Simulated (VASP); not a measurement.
# CCl2F2 (I4_1/amd) in VASP: single point with PBEsol

Aim: the single point of CCl2F2 with PBEsol.

Everything below comes from runs of VASP 6.6.1. Logs are shortened: lines on timing, memory, paths and dates and some standing lists are left out, and cuts for length are marked.

### 1 The cell of the first run

The structure is tetragonal, space group I4_1/amd (No. 141). Conventional cell: a = 5.307 Å, b = 5.307 Å, c = 11.405 Å, α = 90.00°, β = 90.00°, γ = 90.00°. Within 1.7 Å of C (site symmetry -4m2) lie 2 F at 1.25 Å. Cl (site symmetry 2/m) has 6 Cl at 2.65 to 3.41 Å and 6 F at 2.97 to 3.30 Å and 4 C at 3.29 Å within 3.5 Å. F (site symmetry 2mm) has 1 C at 1.25 Å within 1.7 Å.

### 2 Single point, PBEsol

INCAR reads:

```
SYSTEM = CCl2F2
PREC = Accurate ; ENCUT = 520
EDIFF = 1E-6 ; ISMEAR = -1
SIGMA = 0.03 ; LREAL = .FALSE.
LASPH = .TRUE. ; NELM = 60
ALGO = Normal ; ISIF = 2
LWAVE = .FALSE. ; LCHARG = .FALSE.
GGA = PS ; NBANDS = 43
```

KPOINTS reads:

```
Automatic mesh
0
G
  6 6 6
  0 0 0
```

POSCAR reads:

```
CCl2F2
1.0
   -2.6534660652      2.6534660652      5.7022544872
    2.6534660652     -2.6534660652      5.7022544872
    2.6534660652      2.6534660652     -5.7022544872
C Cl F
2 4 4
Direct
    0.5000000000      0.5000000000      0.0000000000
    0.2500000000      0.7500000000      0.5000000000
    0.3750000000      0.1250000000      0.2500000000
    0.8750000000      0.1250000000      0.2500000000
    0.8750000000      0.6250000000      0.7500000000
    0.8750000000      0.1250000000      0.7500000000
    0.1402123233      0.6402123233      0.5000000000
    0.3902123233      0.3902123233      0.0000000000
    0.6097876767      0.6097876767      0.0000000000
    0.3597876767      0.8597876767      0.5000000000
```

Potentials or basis: VASP PAW PBE potentials, release 64 (C, Cl, F).

Started as:

```bash
> cat potpaw_PBE.64/C/POTCAR potpaw_PBE.64/Cl/POTCAR potpaw_PBE.64/F/POTCAR > POTCAR
> mpirun -np 1 vasp_std > vasp.out
```

OUTCAR:

```text
SYSTEM = CCl2F2
   PREC = Accurate
   ENCUT = 520
   EDIFF = 1E-6
   ISMEAR = -1
   LREAL = .FALSE.
   LASPH = .TRUE.
   NELM = 60
   ISIF = 2
   GGA = PS

 ion  position               nearest neighbor table
   1  0.500  0.500  0.000-   8 1.25   9 1.25
   2  0.250  0.750  0.500-   7 1.25  10 1.25
   3  0.375  0.125  0.250-   6 2.65   6 2.65
   4  0.875  0.125  0.250-   5 2.65   5 2.65
   5  0.875  0.625  0.750-   4 2.65   4 2.65
   6  0.875  0.125  0.750-   3 2.65   3 2.65
   7  0.140  0.640  0.500-   2 1.25
   8  0.390  0.390  0.000-   1 1.25
   9  0.610  0.610  0.000-   1 1.25
  10  0.360  0.860  0.500-   2 1.25

  LATTYP: Found a body centered tetragonal cell.
 ALAT       =     5.3069321304
 C/A-ratio  =     2.1489833852

  Lattice vectors:

 A1 = (  -2.6534660652,   2.6534660652,   5.7022544872)
 A2 = (   2.6534660652,  -2.6534660652,   5.7022544872)
 A3 = (   2.6534660652,   2.6534660652,  -5.7022544872)

Analysis of symmetry for initial positions (statically):
=====================================================================
 Subroutine PRICEL returns:
 Original cell was already a primitive cell.

 Routine SETGRP: Setting up the symmetry group for a
 body centered tetragonal supercell.

 Subroutine GETGRP returns: Found 16 space group operations
 (whereof  8 operations were pure point group operations)
 out of a pool of 16 trial point group operations.

The static configuration has the point symmetry D_2d.
 The point group associated with its full space group is D_4h.

Analysis of symmetry for dynamics (positions and initial velocities):
=====================================================================
 Subroutine PRICEL returns:
 Original cell was already a primitive cell.

 Routine SETGRP: Setting up the symmetry group for a
 body centered tetragonal supercell.

 Subroutine GETGRP returns: Found 16 space group operations
 (whereof  8 operations were pure point group operations)
 out of a pool of 16 trial point group operations.

The dynamic configuration has the point symmetry D_2d.
 The point group associated with its full space group is D_4h.

 Subroutine INISYM returns: Found 16 space group operations
 (whereof  8 operations are pure point group operations),
 and found     1 'primitive' translations

----------------------------------------------------------------------------------------

                                     Primitive cell

  volume of cell :     160.5956

  direct lattice vectors                    reciprocal lattice vectors
    -2.653466065  2.653466065  5.702254487     0.000000000  0.188432785  0.087684617
     2.653466065 -2.653466065  5.702254487     0.188432785  0.000000000  0.087684617
     2.653466065  2.653466065 -5.702254487     0.188432785  0.188432785  0.000000000

  length of vectors
     6.826233995  6.826233995  6.826233995     0.207835287  0.207835287  0.266484200

  position of ions in fractional coordinates (direct lattice)
     0.500000000  0.500000000  0.000000000
     0.250000000  0.750000000  0.500000000
     0.375000000  0.125000000  0.250000000
     0.875000000  0.125000000  0.250000000
     0.875000000  0.625000000  0.750000000
     0.875000000  0.125000000  0.750000000
     0.140212323  0.640212323  0.500000000
     0.390212323  0.390212323  0.000000000
     0.609787677  0.609787677  0.000000000
     0.359787677  0.859787677  0.500000000

  ion indices of the primitive-cell ions
   primitive index   ion index
                 1           1
                 2           2
                 3           3
                 4           4
                 5           5
                 6           6
                 7           7
                 8           8
                 9           9
                10          10

----------------------------------------------------------------------------------------

 KPOINTS: Automatic mesh

Automatic generation of k-mesh.
 Grid dimensions read from file:
 generate k-points for:    6    6    6

 Generating k-lattice:

  Cartesian coordinates                     Fractional coordinates (reciprocal lattice)
     0.000000000  0.031405464  0.014614103     0.166666667  0.000000000  0.000000000
     0.031405464  0.000000000  0.014614103     0.000000000  0.166666667  0.000000000
     0.031405464  0.031405464  0.000000000     0.000000000  0.000000000  0.166666667

  Length of vectors
     0.034639214  0.034639214  0.044414033

  Shift w.r.t. Gamma in fractional coordinates (k-lattice)
     0.000000000  0.000000000  0.000000000

 Subroutine IBZKPT returns following result:
 ===========================================

 Found     30 irreducible k-points:

 Following reciprocal coordinates:
            Coordinates               Weight
  0.000000  0.000000  0.000000      1.000000
  0.166667 -0.000000  0.000000      8.000000
  0.333333  0.000000 -0.000000      8.000000
  0.500000  0.000000 -0.000000      4.000000
  0.166667  0.166667 -0.000000      8.000000
  0.333333  0.166667 -0.000000     16.000000
[... 16 lines left out ...]
 -0.333333 -0.333333  0.166667      8.000000
 -0.166667 -0.333333  0.166667      8.000000
 [... further k-points ...]
   k-points           NKPTS =     30   k-points in BZ     NKDIM =     30   number of bands    NBANDS=     43
   number of dos      NEDOS =    301   number of ions     NIONS =     10
   total plane-waves  NPLWV = 157464
   dimension x,y,z NGX =    54 NGY =   54 NGZ =   54
   dimension x,y,z NGXF=   108 NGYF=  108 NGZF=  108
   ions per type =               2   4   4
   NGX,Y,Z   is equivalent  to a cutoff of  13.15, 13.15, 13.15 a.u.
   NGXF,Y,Z  is equivalent  to a cutoff of  26.30, 26.30, 26.30 a.u.
 SYSTEM =  CCl2F2
   PREC   = accura    normal or accurate (medium, high low for compatibility)
   ISTART =      0    job   : 0-new  1-cont  2-samecut
   ICHARG =      2    charge: 1-file 2-atom 10-const
   ISPIN  =      1    spin polarized calculation?
   LNONCOLLINEAR =      F non collinear calculations
   LSORBIT =      F    spin-orbit coupling
   LASPH  =      T    aspherical Exc in radial PAW
   ENCUT  =  520.0 eV  38.22 Ry    6.18 a.u.  12.69 12.69 12.69*2*pi/ulx,y,z
   NELM   =     60;   NELMIN=  2; NELMDL= -5     # of ELM steps
   EDIFF  = 0.1E-05   stopping-criterion for ELM
   LREAL  =      F    real-space projection
   EDIFFG = 0.1E-04   stopping-criterion for IOM
   NSW    =      0    number of steps for IOM
   IBRION =     -1    ionic relax: 0-MD 1-quasi-New 2-CG
   NFREE  =      0    steps in history (QN), initial steepest desc. (CG)
   ISIF   =      2    stress and relaxation
   ISYM   =      2    0-nonsym 1-usesym 2-fastsym
   POTIM  = 0.5000    time-step for ionic-motion
   TEBEG  =    0.0;   TEEND  =   0.0 temperature during run
   PSTRESS=    0.0 pullay stress
   NELECT =      64.0000    total number of electrons
   NUPDOWN=      -1.0000    fix difference up-down
   EMIN   =  10.00;   EMAX   =-10.00  energy-range for DOS
   EFERMI =   0.00;   METHOD = LEGACY
   ISMEAR =    -1;   SIGMA  =   0.03  broadening in eV -4-tet -1-fermi 0-gaus
   EFERMI_NEDOS =   21; number of points for ismear=-14 and -15
   IALGO  =     38    algorithm
   IMIX   =      4    mixing-type and parameters
     AMIX     =   0.40;   BMIX     =  1.00
     AMIX_MAG =   1.60;   BMIX_MAG =  1.00
  volume/ion in A,a.u.               =      16.06       108.38
  Fermi-wavevector in a.u.,A,eV,Ry     =   1.204732  2.276612 19.747197  1.451378
  Thomas-Fermi vector in A             =   2.340448
   LORBIT       =      0    0 simple, 1 ext, 2 COOP (PROOUT), +10 PAW based schemes
   GGA     = PS    functional components
   LHFCALC =     F    Hartree Fock is set to
   AEXX    =    0.0000 exact exchange contribution
   IVDW    =     0    specifies the selected vdW correction
   LEPSILON=     F    determine dielectric tensor
   LRPA    =     F    only Hartree local field effects (RPA)
 non-spin polarized calculation
  energy-cutoff  :      520.00
  volume of cell :      160.60
 maximum number of plane-waves:      4348
 NGX is ok and might be reduce to    54
   NGX = 25   NGY = 25   NGZ = 25

 number of electron      64.0000008 magnetization

 Free energy of the ion-electron system (eV)
  ---------------------------------------------------
  ext. energy  EPLUGINS =         0.00000000
  ---------------------------------------------------
  free energy    TOTEN  =       -28.17226823 eV

  energy without entropy =      -28.12811719  energy(sigma->0) =      -28.15019271

 E-fermi :   2.1100     XC(G=0):  -9.4295

 val. band max:        2.1032277829   @ k =  -0.3333   0.3333   0.0000
 cond. band min:       2.1141583604   @ k =   0.5000   0.5000   0.3333
 fundamental gap:      0.0109305775
 Fermi energy:         2.1099569557

 k-point     1 :       0.0000    0.0000    0.0000
  band No.  band energies     occupation
      1     -28.4820      2.00000
      2     -28.2952      2.00000
      3     -28.1648      2.00000
      4     -27.9999      2.00000
      5     -13.0400      2.00000
      6     -12.4787      2.00000
[... 35 lines left out ...]
     42      11.1961      0.00000
     43      11.1961      0.00000

 k-point     2 :       0.1667   -0.0000    0.0000
  band No.  band energies     occupation
      1     -28.4738      2.00000
      2     -28.3076      2.00000
      3     -28.1535      2.00000
      4     -28.0073      2.00000
      5     -12.9963      2.00000
      6     -12.4610      2.00000
[... 35 lines left out ...]
     42      11.0147      0.00000
     43      11.4370      0.00000

 k-point     3 :       0.3333    0.0000   -0.0000
  band No.  band energies     occupation
      1     -28.4542      2.00000
      2     -28.3335      2.00000
      3     -28.1311      2.00000
      4     -28.0242      2.00000
      5     -12.9223      2.00000
      6     -12.3439      2.00000
[... 919 lines left out ...]
      6     -12.5977      2.00000
[... 35 lines left out ...]
     42      11.5177      0.00000
     43      11.5916      0.00000

 k-point    24 :      -0.1667   -0.3333    0.1667
  band No.  band energies     occupation
      1     -28.4581      2.00000
      2     -28.3432      2.00000
      3     -28.1206      2.00000
      4     -28.0201      2.00000
      5     -12.9350      2.00000
      6     -12.5593      2.00000
[... 35 lines left out ...]
     42      11.2817      0.00000
     43      11.4534      0.00000

 [... further k-points ...]
[... 5 lines left out ...]
  --------------------------------------------------------------------------------------
  -------------------------------------------------------------------------------------
  Total       -0.3789376     -0.3789376      3.5307072      0.0000000      0.0000000      0.0000000
  in kB       -3.7804595     -3.7804595     35.2239961      0.0000000      0.0000000      0.0000000
  external PRESSURE =       9.2210257 kB  Pullay stress =       0.0000000 kB

 VOLUME and BASIS-vectors are now :
 -----------------------------------------------------------------------------
  energy-cutoff  :      520.00
  volume of cell :      160.60
      direct lattice vectors                 reciprocal lattice vectors
    -2.653466065  2.653466065  5.702254487     0.000000000  0.188432785  0.087684617
     2.653466065 -2.653466065  5.702254487     0.188432785  0.000000000  0.087684617
     2.653466065  2.653466065 -5.702254487     0.188432785  0.188432785  0.000000000

 POSITION                                       TOTAL-FORCE (eV/Angst)
 -----------------------------------------------------------------------------------
      0.00000      0.00000      5.70225        -0.000000     -0.000000      0.000000
      2.65347      0.00000      2.85113        -0.000000     -0.000000      0.000000
      0.00000      1.32673      1.42556        -0.000000     -0.000000      0.000000
     -1.32673      2.65347      4.27669        -0.000000     -0.000000      0.000000
      1.32673      2.65347      4.27669        -0.000000     -0.000000      0.000000
      0.00000      3.98020      1.42556        -0.000000     -0.000000      0.000000
      2.65347      0.00000      1.59905        -0.000000      0.000000     -0.771049
      0.00000      0.00000      4.45018         0.000000     -0.000000     -0.771049
      0.00000      0.00000      6.95433         0.000000     -0.000000      0.771049
      2.65347     -0.00000      4.10320        -0.000000      0.000000      0.771049
 -----------------------------------------------------------------------------------
    total drift:                                0.000000      0.000000     -0.000000

  FREE ENERGIE OF THE ION-ELECTRON SYSTEM (eV)
  ---------------------------------------------------
  free  energy   TOTEN  =       -28.1722682273 eV

  energy  without entropy=      -28.1281171899  energy(sigma->0) =      -28.15019271
```

Wall time 5.2 min (1 thread of AMD EPYC 7R13 (Zen 3), shared host); peak memory 0.42 GiB.

What came out:

```
Free energy            : -28.1723 eV
Pressure               : 0.9 GPa
Largest force          : 0.771 eV/Å
Band gap on the k mesh : zero (bands 32 and 33 overlap by 0.08 eV)
```

Forces in eV/Å, atoms in the order of the input:
```
C    0.000  0.000  0.000
C    0.000  0.000  0.000
Cl   0.000  0.000  0.000
Cl   0.000  0.000  0.000
Cl   0.000  0.000  0.000
Cl   0.000  0.000  0.000
F    0.000  0.000 -0.771
F    0.000  0.000 -0.771
F    0.000  0.000  0.771
F    0.000  0.000  0.771
```

Stress tensor (GPa, compression positive):
```
-0.38  0.00  0.00
 0.00 -0.38  0.00
 0.00  0.00  3.52
```

Levels at points of the mesh, in eV from the Fermi level:
```csv
k point,band 29,band 30,band 31,band 32,band 33,band 34,band 35,band 36
"(0.00, 0.00, 0.00)",-0.86,-0.86,-0.50,-0.01,-0.01,0.13,0.13,1.08
"(0.50, 0.00, 0.00)",-1.31,-1.09,-0.89,-0.17,0.05,0.23,0.31,0.56
"(0.50, 0.50, 0.00)",-2.00,-2.00,-1.07,-1.07,0.18,0.18,0.20,0.20
"(0.50, 0.50, 0.50)",-1.45,-1.45,0.01,0.01,0.33,0.33,0.56,0.56
```

Caveat: the PAW data sets were made with another functional, which shifts forces and pressure a little.
